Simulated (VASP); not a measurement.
# Si2Ge3 (P-3m1) in VASP: single point with PBE

Aim: the single point of Si2Ge3 with PBE.

Program: VASP 6.6.1. These are calculated values, not measurements. Logs are shortened: lines on timing, memory, paths and dates and some standing lists are left out, and cuts for length are marked.

## 1. The cell of the first run

It takes space group P-3m1 (No. 164, trigonal). Conventional cell: a = 3.785 Å, b = 3.785 Å, c = 7.667 Å, α = 90.00°, β = 90.00°, γ = 120.00°. Within 3.4 Å of Si (site symmetry 3m) lie 7 Ge at 2.55 to 3.22 Å. Within 3.4 Å of Ge (site symmetry 3m) lie 4 Si at 2.55 to 3.22 Å and 3 Ge at 2.90 Å. Within 3.8 Å of Ge (site symmetry -3m) lie 6 Si at 2.69 Å and 12 Ge at 3.62 to 3.78 Å.

## 2. Single point, PBE

POSCAR

```
Si2Ge3
1.0
    3.7848534437      0.0000000000      0.0000000000
   -1.8924267218      3.2777792318      0.0000000000
    0.0000000000      0.0000000000      7.6666382370
Si Ge
2 3
Direct
    0.3333333333      0.6666666667      0.2045137070
    0.6666666667      0.3333333333      0.7954862930
    0.3333333333      0.6666666667      0.6243569979
    0.6666666667      0.3333333333      0.3756430021
    0.0000000000      0.0000000000      0.0000000000
```

INCAR.step1

```
SYSTEM = Si2Ge3
PREC = Accurate ; ENCUT = 520
EDIFF = 1E-7 ; ISMEAR = 0
SIGMA = 0.1 ; LREAL = .FALSE.
LASPH = .TRUE. ; NELM = 100
ALGO = Normal ; ISIF = 2
LWAVE = .FALSE. ; LCHARG = .TRUE.
GGA = PE ; NBANDS = 33
```

KPOINTS.step1

```
regular mesh
0
G
  12 12 6
  0 0 0
```

INCAR.step2

```
SYSTEM = Si2Ge3
PREC = Accurate ; ENCUT = 520
EDIFF = 1E-7 ; ISMEAR = -5
SIGMA = 0.1 ; LREAL = .FALSE.
LASPH = .TRUE. ; NELM = 100
ALGO = Normal ; ISIF = 2
LWAVE = .FALSE. ; LCHARG = .FALSE.
GGA = PE ; LORBIT = 10
NBANDS = 33 ; NEDOS = 1001
ICHARG = 11
```

KPOINTS.step2

```
regular mesh
0
G
  18 18 9
  0 0 0
```

Potentials or basis: VASP PAW PBE potentials, release 64 (Si, Ge_d).

On the command line:

```sh
$ cat potpaw_PBE.64/Si/POTCAR potpaw_PBE.64/Ge_d/POTCAR > POTCAR
$ cp INCAR.step1 INCAR
$ cp KPOINTS.step1 KPOINTS
$ mpirun -np 1 vasp_std > vasp.out
$ cp INCAR.step2 INCAR
$ cp KPOINTS.step2 KPOINTS
$ mpirun -np 1 vasp_std > vasp.out
```

OUTCAR:

```text
SYSTEM = Si2Ge3
   PREC = Accurate
   ENCUT = 520
   EDIFF = 1E-7
   ISMEAR = -5
   LREAL = .FALSE.
   LASPH = .TRUE.
   NELM = 100
   ISIF = 2
   GGA = PE
   LORBIT = 10
   ICHARG = 11

 ion  position               nearest neighbor table
   1  0.333  0.667  0.205-   4 2.55   4 2.55   4 2.55   5 2.69   5 2.69   5 2.69
   2  0.667  0.333  0.795-   3 2.55   3 2.55   3 2.55   5 2.69   5 2.69   5 2.69
   3  0.333  0.667  0.624-   2 2.55   2 2.55   2 2.55   4 2.90   4 2.90   4 2.90
   4  0.667  0.333  0.376-   1 2.55   1 2.55   1 2.55   3 2.90   3 2.90   3 2.90
   5  0.000  0.000  0.000-   1 2.69   2 2.69   1 2.69   2 2.69   2 2.69   1 2.69

  LATTYP: Found a hexagonal cell.
 ALAT       =     3.7848534437
 C/A-ratio  =     2.0256103310

  Lattice vectors:

 A1 = (   3.7848534437,   0.0000000000,   0.0000000000)
 A2 = (  -1.8924267218,   3.2777792318,   0.0000000000)
 A3 = (   0.0000000000,   0.0000000000,   7.6666382370)

Analysis of symmetry for initial positions (statically):
=====================================================================
 Subroutine PRICEL returns:
 Original cell was already a primitive cell.

 Routine SETGRP: Setting up the symmetry group for a
 hexagonal supercell.

 Subroutine GETGRP returns: Found 12 space group operations
 (whereof 12 operations were pure point group operations)
 out of a pool of 24 trial point group operations.

The static configuration has the point symmetry D_3d.

Analysis of symmetry for dynamics (positions and initial velocities):
=====================================================================
 Subroutine PRICEL returns:
 Original cell was already a primitive cell.

 Routine SETGRP: Setting up the symmetry group for a
 hexagonal supercell.

 Subroutine GETGRP returns: Found 12 space group operations
 (whereof 12 operations were pure point group operations)
 out of a pool of 24 trial point group operations.

The dynamic configuration has the point symmetry D_3d.

 Subroutine INISYM returns: Found 12 space group operations
 (whereof 12 operations are pure point group operations),
 and found     1 'primitive' translations

----------------------------------------------------------------------------------------

                                     Primitive cell

[... 99 lines left out ...]
   LREAL  =      F    real-space projection
   EDIFFG = 0.1E-05   stopping-criterion for IOM
   NSW    =      0    number of steps for IOM
   IBRION =     -1    ionic relax: 0-MD 1-quasi-New 2-CG
   NFREE  =      0    steps in history (QN), initial steepest desc. (CG)
   ISIF   =      2    stress and relaxation
   ISYM   =      2    0-nonsym 1-usesym 2-fastsym
   POTIM  = 0.5000    time-step for ionic-motion
   TEBEG  =    0.0;   TEEND  =   0.0 temperature during run
   PSTRESS=    0.0 pullay stress
   NELECT =      50.0000    total number of electrons
   NUPDOWN=      -1.0000    fix difference up-down
   EMIN   =  10.00;   EMAX   =-10.00  energy-range for DOS
   EFERMI =   0.00;   METHOD = LEGACY
   ISMEAR =    -5;   SIGMA  =   0.10  broadening in eV -4-tet -1-fermi 0-gaus
   EFERMI_NEDOS =   21; number of points for ismear=-14 and -15
   IALGO  =     38    algorithm
   IMIX   =      4    mixing-type and parameters
     AMIX     =   0.40;   BMIX     =  1.00
     AMIX_MAG =   1.60;   BMIX_MAG =  1.00
  volume/ion in A,a.u.               =      19.02       128.37
  Fermi-wavevector in a.u.,A,eV,Ry     =   1.321256  2.496811 23.751922  1.745717
  Thomas-Fermi vector in A             =   2.451023
   LORBIT       =     10    0 simple, 1 ext, 2 COOP (PROOUT), +10 PAW based schemes
   GGA     = PE    functional components
   LHFCALC =     F    Hartree Fock is set to
   AEXX    =    0.0000 exact exchange contribution
   IVDW    =     0    specifies the selected vdW correction
   LEPSILON=     F    determine dielectric tensor
   LRPA    =     F    only Hartree local field effects (RPA)
 non-spin polarized calculation
 Fermi weights with tetrahedron method with Bloechl corrections
  energy-cutoff  :      520.00
  volume of cell :       95.11
 maximum number of plane-waves:      2589

 number of electron      50.0000003 magnetization

 Free energy of the ion-electron system (eV)
  ---------------------------------------------------
  ext. energy  EPLUGINS =         0.00000000
  ---------------------------------------------------
  free energy    TOTEN  =       -22.65833508 eV

  energy without entropy =      -22.65833508  energy(sigma->0) =      -22.65833508

 E-fermi :   6.5136     XC(G=0): -10.6359

 val. band max:        6.6477082271   @ k =   0.1667   0.1111   0.4444
 cond. band min:       6.3714689182   @ k =   0.0000   0.1111   0.2222
 fundamental gap:     -0.2762393090
 Fermi energy:         6.5136029705

 k-point     1 :       0.0000    0.0000    0.0000
  band No.  band energies     occupation
      1     -18.0591      2.00000
      2     -18.0591      2.00000
      3     -18.0477      2.00000
      4     -18.0441      2.00000
      5     -18.0441      2.00000
      6     -18.0358      2.00000
[... 853 lines left out ...]
     32      11.5262      0.00000
     33      12.3522      0.00000

 [... further k-points ...]
[... 5 lines left out ...]
  --------------------------------------------------------------------------------------
  -------------------------------------------------------------------------------------
  Total       -0.0968937     -0.0968937     -0.0900413     -0.0000000      0.0000000     -0.0000000
  in kB       -1.6321957     -1.6321957     -1.5167652     -0.0000000      0.0000000     -0.0000000
  external PRESSURE =      -1.5937189 kB  Pullay stress =       0.0000000 kB

 VOLUME and BASIS-vectors are now :
 -----------------------------------------------------------------------------
  energy-cutoff  :      520.00
  volume of cell :       95.11
      direct lattice vectors                 reciprocal lattice vectors
     3.784853444  0.000000000  0.000000000     0.264211023  0.152542305  0.000000000
    -1.892426722  3.277779232  0.000000000     0.000000000  0.305084610  0.000000000
     0.000000000  0.000000000  7.666638237     0.000000000  0.000000000  0.130435266

 POSITION                                       TOTAL-FORCE (eV/Angst)
 -----------------------------------------------------------------------------------
     -0.00000      2.18519      1.56793         0.000000      0.000000      0.007070
      1.89243      1.09259      6.09871         0.000000      0.000000     -0.007070
     -0.00000      2.18519      4.78672        -0.000000     -0.000000      0.033149
      1.89243      1.09259      2.87992        -0.000000      0.000000     -0.033149
      0.00000      0.00000      0.00000         0.000000      0.000000      0.000000
 -----------------------------------------------------------------------------------
    total drift:                                0.000000      0.000000     -0.000000

  FREE ENERGIE OF THE ION-ELECTRON SYSTEM (eV)
  ---------------------------------------------------
  free  energy   TOTEN  =       -22.6583350817 eV

  energy  without entropy=      -22.6583350817  energy(sigma->0) =      -22.65833508

 total charge

# of ion       s       p       d       tot
------------------------------------------
    1        0.815   0.773   0.000   1.589
    2        0.815   0.773   0.000   1.589
    3        1.212   1.035  10.026  12.273
    4        1.212   1.035  10.026  12.273
    5        1.215   1.006  10.028  12.248
--------------------------------------------------
tot          5.270   4.621  30.080  39.972
```

OUTCAR.step1:

```text
SYSTEM = Si2Ge3
   PREC = Accurate
   ENCUT = 520
   EDIFF = 1E-7
   ISMEAR = 0
   LREAL = .FALSE.
[... 1098 lines left out ...]
     -0.00000      2.18519      4.78672        -0.000000     -0.000000      0.002710
      1.89243      1.09259      2.87992         0.000000      0.000000     -0.002710
      0.00000      0.00000      0.00000        -0.000000      0.000000      0.000000
 -----------------------------------------------------------------------------------
    total drift:                                0.000000     -0.000000      0.000000

  FREE ENERGIE OF THE ION-ELECTRON SYSTEM (eV)
  ---------------------------------------------------
  free  energy   TOTEN  =       -22.6696522472 eV

  energy  without entropy=      -22.6597691484  energy(sigma->0) =      -22.66471070
```

It took 6.4 min on 1 thread of AMD EPYC 9R45 (Zen 5), shared host; peak memory 0.7 GiB.

What came out:

```
Valence electrons inside the program's atomic spheres : Si 1.59; Ge 12.27, 12.25 (each value once)
```

Caveat: tetrahedron occupations give inexact forces and stress in metals.
